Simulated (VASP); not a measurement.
# Mg4Cd (Cmmm) in VASP: single point with LDA

Aim: the single point of Mg4Cd with LDA.

Program: VASP 6.6.1. These are calculated values, not measurements. Logs are shortened: lines on timing, memory, paths and dates and some standing lists are left out, and cuts for length are marked.

## 1. The cell of the first run

It takes space group Cmmm (No. 65, orthorhombic). The conventional cell has a = 4.811 Å, b = 10.531 Å, c = 4.856 Å, α = 90.00°, β = 90.00°, γ = 90.00°. Within 3.8 Å of Mg (site symmetry m2m) lie 2 Cd at 2.90 Å and 9 Mg at 3.17 to 3.42 Å. Within 3.8 Å of Mg (site symmetry m2m) lie 3 Cd at 2.91 to 3.63 Å and 9 Mg at 3.13 to 3.42 Å. Cd (site symmetry mmm) has 10 Mg at 2.90 to 3.63 Å within 3.8 Å.

## 2. Single point, LDA

The input, INCAR:

```
PREC = Accurate ; ENCUT = 520
EDIFF = 1E-6 ; ISMEAR = 0
SIGMA = 0.1 ; LREAL = F
LASPH = T ; NELM = 100
ALGO = Normal ; ISIF = 2
LWAVE = F ; LCHARG = F
NBANDS = 18
```

The input, KPOINTS:

```
Automatic mesh
0
Gamma
  8 8 8
```

The input, POSCAR:

```
Mg4Cd
1.0
    2.4057297542     -5.2655355182      0.0000000000
    2.4057297542      5.2655355182      0.0000000000
    0.0000000000      0.0000000000      4.8560446371
Mg Cd
4 1
Direct
    0.6506380200      0.3493619800      0.0000000000
    0.8447537736      0.1552462264      0.5000000000
    0.3493619800      0.6506380200      0.0000000000
    0.1552462264      0.8447537736      0.5000000000
    0.5000000000      0.5000000000      0.5000000000
```

Potentials or basis: VASP PAW LDA potentials, release 64 (Mg, Cd).

Launch:

```console
$ cat potpaw_LDA.64/Mg/POTCAR potpaw_LDA.64/Cd/POTCAR > POTCAR
$ mpirun -np 1 vasp_std > vasp.out
```

OUTCAR:

```text
PREC = Accurate
   ENCUT = 520
   EDIFF = 1E-6
   ISMEAR = 0
   LREAL = F
   LASPH = T
   NELM = 100
   ISIF = 2

 ion  position               nearest neighbor table
   1  0.651  0.349  0.000-   5 2.90   5 2.90   3 3.17   2 3.17   2 3.17   3 3.19   3 3.19   4 3.42
                             4 3.42   4 3.42   4 3.42
   2  0.845  0.155  0.500-   5 2.91   5 2.91   4 3.13   4 3.13   1 3.17   1 3.17   4 3.27   3 3.42
                             3 3.42   3 3.42   3 3.42   5 3.63
   3  0.349  0.651  0.000-   5 2.90   5 2.90   1 3.17   4 3.17   4 3.17   1 3.19   1 3.19   2 3.42
                             2 3.42   2 3.42   2 3.42
   4  0.155  0.845  0.500-   5 2.91   5 2.91   2 3.13   2 3.13   3 3.17   3 3.17   2 3.27   1 3.42
                             1 3.42   1 3.42   1 3.42   5 3.63
   5  0.500  0.500  0.500-   1 2.90   3 2.90   1 2.90   3 2.90   4 2.91   2 2.91   4 2.91   2 2.91
                             2 3.63   4 3.63

  LATTYP: Found a base centered orthorhombic cell.
 ALAT       =     4.8114595084
 B/A-ratio  =     2.1887477216
 C/A-ratio  =     1.0092664458

  Lattice vectors:

 A1 = (   2.4057297542,  -5.2655355182,   0.0000000000)
 A2 = (   2.4057297542,   5.2655355182,   0.0000000000)
 A3 = (   0.0000000000,   0.0000000000,   4.8560446371)

Analysis of symmetry for initial positions (statically):
=====================================================================
 Subroutine PRICEL returns:
 Original cell was already a primitive cell.

 Routine SETGRP: Setting up the symmetry group for a
 base centered orthorhombic supercell.

 Subroutine GETGRP returns: Found  8 space group operations
 (whereof  8 operations were pure point group operations)
 out of a pool of  8 trial point group operations.

The static configuration has the point symmetry D_2h.

Analysis of symmetry for dynamics (positions and initial velocities):
=====================================================================
 Subroutine PRICEL returns:
 Original cell was already a primitive cell.

 Routine SETGRP: Setting up the symmetry group for a
 base centered orthorhombic supercell.

 Subroutine GETGRP returns: Found  8 space group operations
 (whereof  8 operations were pure point group operations)
 out of a pool of  8 trial point group operations.

The dynamic configuration has the point symmetry D_2h.

 Subroutine INISYM returns: Found  8 space group operations
 (whereof  8 operations are pure point group operations),
 and found     1 'primitive' translations

----------------------------------------------------------------------------------------

                                     Primitive cell

  volume of cell :     123.0275

  direct lattice vectors                    reciprocal lattice vectors
     2.405729754 -5.265535518  0.000000000     0.207837143 -0.094957103  0.000000000
     2.405729754  5.265535518  0.000000000     0.207837143  0.094957103  0.000000000
     0.000000000  0.000000000  4.856044637     0.000000000  0.000000000  0.205928914

  length of vectors
     5.789075914  5.789075914  4.856044637     0.228501925  0.228501925  0.205928914

  position of ions in fractional coordinates (direct lattice)
     0.650638020  0.349361980  0.000000000
     0.844753774  0.155246226  0.500000000
     0.349361980  0.650638020  0.000000000
     0.155246226  0.844753774  0.500000000
     0.500000000  0.500000000  0.500000000

  ion indices of the primitive-cell ions
   primitive index   ion index
                 1           1
                 2           2
                 3           3
                 4           4
                 5           5

----------------------------------------------------------------------------------------

 KPOINTS: Automatic mesh

Automatic generation of k-mesh.
 Grid dimensions read from file:
 generate k-points for:    8    8    8

 Generating k-lattice:

  Cartesian coordinates                     Fractional coordinates (reciprocal lattice)
     0.025979643 -0.011869638  0.000000000     0.125000000  0.000000000  0.000000000
     0.025979643  0.011869638  0.000000000     0.000000000  0.125000000  0.000000000
     0.000000000  0.000000000  0.025741114     0.000000000  0.000000000  0.125000000

  Length of vectors
     0.028562741  0.028562741  0.025741114

  Shift w.r.t. Gamma in fractional coordinates (k-lattice)
     0.000000000  0.000000000  0.000000000

 Subroutine IBZKPT returns following result:
 ===========================================

 Found    105 irreducible k-points:

 Following reciprocal coordinates:
            Coordinates               Weight
  0.000000  0.000000  0.000000      1.000000
  0.125000  0.000000  0.000000      4.000000
  0.250000  0.000000  0.000000      4.000000
  0.375000  0.000000  0.000000      4.000000
  0.500000  0.000000  0.000000      2.000000
  0.125000  0.125000  0.000000      2.000000
[... 16 lines left out ...]
  0.125000  0.000000  0.125000      8.000000
  0.250000  0.000000  0.125000      8.000000
 [... further k-points ...]
   k-points           NKPTS =    105   k-points in BZ     NKDIM =    105   number of bands    NBANDS=     18
   number of dos      NEDOS =    301   number of ions     NIONS =      5
   total plane-waves  NPLWV =  82944
   dimension x,y,z NGX =    48 NGY =   48 NGZ =   36
   dimension x,y,z NGXF=    96 NGYF=   96 NGZF=   72
   ions per type =               4   1
   NGX,Y,Z   is equivalent  to a cutoff of  13.78, 13.78, 12.32 a.u.
   NGXF,Y,Z  is equivalent  to a cutoff of  27.57, 27.57, 24.65 a.u.
 SYSTEM =  unknown system
   PREC   = accura    normal or accurate (medium, high low for compatibility)
   ISTART =      0    job   : 0-new  1-cont  2-samecut
   ICHARG =      2    charge: 1-file 2-atom 10-const
   ISPIN  =      1    spin polarized calculation?
   LNONCOLLINEAR =      F non collinear calculations
   LSORBIT =      F    spin-orbit coupling
   LASPH  =      T    aspherical Exc in radial PAW
   ENCUT  =  520.0 eV  38.22 Ry    6.18 a.u.  10.76 10.76  9.03*2*pi/ulx,y,z
   NELM   =    100;   NELMIN=  2; NELMDL= -5     # of ELM steps
   EDIFF  = 0.1E-05   stopping-criterion for ELM
   LREAL  =      F    real-space projection
   EDIFFG = 0.1E-04   stopping-criterion for IOM
   NSW    =      0    number of steps for IOM
   IBRION =     -1    ionic relax: 0-MD 1-quasi-New 2-CG
   NFREE  =      0    steps in history (QN), initial steepest desc. (CG)
   ISIF   =      2    stress and relaxation
   ISYM   =      2    0-nonsym 1-usesym 2-fastsym
   POTIM  = 0.5000    time-step for ionic-motion
   TEBEG  =    0.0;   TEEND  =   0.0 temperature during run
   PSTRESS=    0.0 pullay stress
   NELECT =      20.0000    total number of electrons
   NUPDOWN=      -1.0000    fix difference up-down
   EMIN   =  10.00;   EMAX   =-10.00  energy-range for DOS
   EFERMI =   0.00;   METHOD = LEGACY
   ISMEAR =     0;   SIGMA  =   0.10  broadening in eV -4-tet -1-fermi 0-gaus
   EFERMI_NEDOS =   21; number of points for ismear=-14 and -15
   IALGO  =     38    algorithm
   IMIX   =      4    mixing-type and parameters
     AMIX     =   0.40;   BMIX     =  1.00
     AMIX_MAG =   1.60;   BMIX_MAG =  1.00
  volume/ion in A,a.u.               =      24.61       166.05
  Fermi-wavevector in a.u.,A,eV,Ry     =   0.893479  1.688430 10.861585  0.798304
  Thomas-Fermi vector in A             =   2.015561
   LORBIT       =      0    0 simple, 1 ext, 2 COOP (PROOUT), +10 PAW based schemes
   GGA     = CA    functional components
   LHFCALC =     F    Hartree Fock is set to
   AEXX    =    0.0000 exact exchange contribution
   IVDW    =     0    specifies the selected vdW correction
   LEPSILON=     F    determine dielectric tensor
   LRPA    =     F    only Hartree local field effects (RPA)
 non-spin polarized calculation
 Gauss-broadening in eV      SIGMA  =   0.10
  energy-cutoff  :      520.00
  volume of cell :      123.03
 maximum number of plane-waves:      3348
 NGX is ok and might be reduce to    48
   NGX = 21   NGY = 21   NGZ = 19

 number of electron      19.9999999 magnetization

 Free energy of the ion-electron system (eV)
  ---------------------------------------------------
  ext. energy  EPLUGINS =         0.00000000
  ---------------------------------------------------
  free energy    TOTEN  =        -8.74556644 eV

  energy without entropy =       -8.73672015  energy(sigma->0) =       -8.74114330

 E-fermi :   1.9541     XC(G=0):  -8.8076

 val. band max:        1.9513744174   @ k =   0.1250   0.1250   0.3750
 cond. band min:       1.9670839247   @ k =   0.1250   0.1250   0.5000
 fundamental gap:      0.0157095073
 Fermi energy:         1.9540575736

 k-point     1 :       0.0000    0.0000    0.0000
  band No.  band energies     occupation
      1      -7.0616      2.00000
      2      -6.9949      2.00000
      3      -6.9746      2.00000
      4      -6.9252      2.00000
      5      -6.8625      2.00000
      6      -5.0927      2.00000
[... 10 lines left out ...]
     17       7.2723      0.00000
     18       7.9013      0.00000

 k-point     2 :       0.1250    0.0000    0.0000
  band No.  band energies     occupation
      1      -7.0547      2.00000
      2      -6.9989      2.00000
      3      -6.9748      2.00000
      4      -6.9212      2.00000
      5      -6.8651      2.00000
      6      -4.9739      2.00000
[... 10 lines left out ...]
     17       7.0624      0.00000
     18       7.3112      0.00000

 k-point     3 :       0.2500    0.0000    0.0000
  band No.  band energies     occupation
      1      -7.0389      2.00000
      2      -7.0092      2.00000
      3      -6.9754      2.00000
      4      -6.9105      2.00000
      5      -6.8715      2.00000
      6      -4.6211      2.00000
[... 10 lines left out ...]
     17       6.6873      0.00000
     18       7.2648      0.00000

 k-point     4 :       0.3750    0.0000    0.0000
  band No.  band energies     occupation
      1      -7.0248      2.00000
      2      -7.0201      2.00000
      3      -6.9760      2.00000
      4      -6.8985      2.00000
      5      -6.8778      2.00000
      6      -4.0659      2.00000
[... 10 lines left out ...]
     17       6.8335      0.00000
     18       7.0120      0.00000

 k-point     5 :       0.5000    0.0000    0.0000
  band No.  band energies     occupation
      1      -7.0251      2.00000
      2      -7.0191      2.00000
      3      -6.9763      2.00000
      4      -6.8931      2.00000
      5      -6.8804      2.00000
      6      -3.6119      2.00000
[... 10 lines left out ...]
     17       6.6553      0.00000
     18       6.6687      0.00000

 k-point     6 :       0.1250    0.1250    0.0000
  band No.  band energies     occupation
      1      -7.0390      2.00000
      2      -7.0094      2.00000
      3      -6.9746      2.00000
      4      -6.9126      2.00000
      5      -6.8714      2.00000
      6      -4.7040      2.00000
[... 10 lines left out ...]
     17       6.7655      0.00000
     18       7.2863      0.00000

 k-point     7 :       0.2500    0.1250    0.0000
  band No.  band energies     occupation
      1      -7.0248      2.00000
      2      -7.0197      2.00000
      3      -6.9752      2.00000
      4      -6.9011      2.00000
      5      -6.8777      2.00000
      6      -4.2179      2.00000
[... 10 lines left out ...]
     17       7.2204      0.00000
     18       7.4645      0.00000

 k-point     8 :       0.3750    0.1250    0.0000
  band No.  band energies     occupation
      1      -7.0241      2.00000
      2      -7.0192      2.00000
      3      -6.9762      2.00000
      4      -6.8940      2.00000
      5      -6.8804      2.00000
      6      -3.6484      2.00000
[... 10 lines left out ...]
     17       7.0472      0.00000
     18       7.2248      0.00000
[... 229 lines left out ...]
     17       6.6240      0.00000
     18       6.9458      0.00000

 k-point    20 :      -0.3750    0.3750    0.0000
  band No.  band energies     occupation
      1      -7.0617      2.00000
      2      -6.9855      2.00000
      3      -6.9812      2.00000
      4      -6.9131      2.00000
      5      -6.8633      2.00000
      6      -4.3395      2.00000
[... 10 lines left out ...]
     17       7.4449      0.00000
     18       7.5802      0.00000

 k-point    21 :       0.5000    0.5000    0.0000
  band No.  band energies     occupation
      1      -7.0618      2.00000
      2      -6.9839      2.00000
      3      -6.9823      2.00000
      4      -6.9112      2.00000
      5      -6.8635      2.00000
      6      -3.9055      2.00000
[... 10 lines left out ...]
     17       7.2234      0.00000
     18       7.5060      0.00000

 k-point    22 :       0.0000    0.0000    0.1250
  band No.  band energies     occupation
      1      -7.0553      2.00000
      2      -6.9946      2.00000
      3      -6.9784      2.00000
      4      -6.9227      2.00000
      5      -6.8648      2.00000
      6      -4.9988      2.00000
[... 10 lines left out ...]
     17       6.9951      0.00000
     18       7.9050      0.00000

 k-point    23 :       0.1250    0.0000    0.1250
  band No.  band energies     occupation
      1      -7.0479      2.00000
      2      -6.9985      2.00000
      3      -6.9787      2.00000
      4      -6.9189      2.00000
      5      -6.8676      2.00000
      6      -4.8803      2.00000
[... 10 lines left out ...]
     17       6.3494      0.00000
     18       7.2266      0.00000

 k-point    24 :       0.2500    0.0000    0.1250
  band No.  band energies     occupation
      1      -7.0311      2.00000
      2      -7.0087      2.00000
      3      -6.9795      2.00000
      4      -6.9087      2.00000
      5      -6.8744      2.00000
      6      -4.5283      2.00000
[... 10 lines left out ...]
     17       7.1256      0.00000
     18       7.3878      0.00000

 [... further k-points ...]
[... 5 lines left out ...]
  --------------------------------------------------------------------------------------
  -------------------------------------------------------------------------------------
  Total       -2.1998271     -2.3715727     -2.2319759     -0.0000000      0.0000000      0.0000000
  in kB      -28.6481826    -30.8848124    -29.0668543     -0.0000000      0.0000000      0.0000000
  external PRESSURE =     -29.5332831 kB  Pullay stress =       0.0000000 kB

 VOLUME and BASIS-vectors are now :
 -----------------------------------------------------------------------------
  energy-cutoff  :      520.00
  volume of cell :      123.03
      direct lattice vectors                 reciprocal lattice vectors
     2.405729754 -5.265535518  0.000000000     0.207837143 -0.094957103  0.000000000
     2.405729754  5.265535518  0.000000000     0.207837143  0.094957103  0.000000000
     0.000000000  0.000000000  4.856044637     0.000000000  0.000000000  0.205928914

 POSITION                                       TOTAL-FORCE (eV/Angst)
 -----------------------------------------------------------------------------------
      2.40573     -1.58638      0.00000         0.000000      0.087908     -0.000000
      2.40573     -3.63063      2.42802         0.000000     -0.059439     -0.000000
      2.40573      1.58638      0.00000         0.000000     -0.087908     -0.000000
      2.40573      3.63063      2.42802         0.000000      0.059439      0.000000
      2.40573      0.00000      2.42802         0.000000      0.000000     -0.000000
 -----------------------------------------------------------------------------------
    total drift:                               -0.000000     -0.000000     -0.000000

  FREE ENERGIE OF THE ION-ELECTRON SYSTEM (eV)
  ---------------------------------------------------
  free  energy   TOTEN  =        -8.7455664391 eV

  energy  without entropy=       -8.7367201523  energy(sigma->0) =       -8.74114330
```

It took 2.2 min on 1 thread of Intel Xeon 6975P-C (Granite Rapids), shared host; peak memory 0.38 GiB.

What came out:

```yaml
Free_energy: -8.7456 eV
Pressure: -3.0 GPa
Largest_force: 0.088 eV/Å
Band_gap_on_the_k_mesh: zero (bands 10 and 11 overlap by 2.17 eV)
```

Forces in eV/Å, atoms in the order of the input:
```
Mg   0.000  0.088  0.000
Mg   0.000 -0.059  0.000
Mg   0.000 -0.088  0.000
Mg   0.000  0.059  0.000
Cd   0.000  0.000  0.000
```

Stress tensor (GPa, compression positive):
```
-2.86  0.00  0.00
 0.00 -3.09  0.00
 0.00  0.00 -2.91
```

Levels at points of the mesh, in eV from the Fermi level:
```tsv
k point	band 7	band 8	band 9	band 10	band 11	band 12	band 13	band 14
(0.00, 0.00, 0.00)	-1.84	-1.46	-0.84	0.48	0.56	0.72	1.44	2.08
(0.50, 0.00, 0.00)	-4.47	-2.12	-2.09	0.49	1.67	1.74	1.99	3.41
(0.50, 0.50, 0.00)	-5.47	-0.76	0.45	0.49	0.63	1.09	1.83	4.00
(0.00, 0.00, 0.50)	-4.66	-0.53	-0.37	0.02	1.30	1.40	2.06	2.17
(0.50, 0.00, 0.50)	-3.39	-3.20	-2.18	-1.29	-0.64	-0.46	1.14	3.83
(0.50, 0.50, 0.50)	-4.18	-3.40	-3.10	0.19	1.62	1.75	2.16	5.19
```
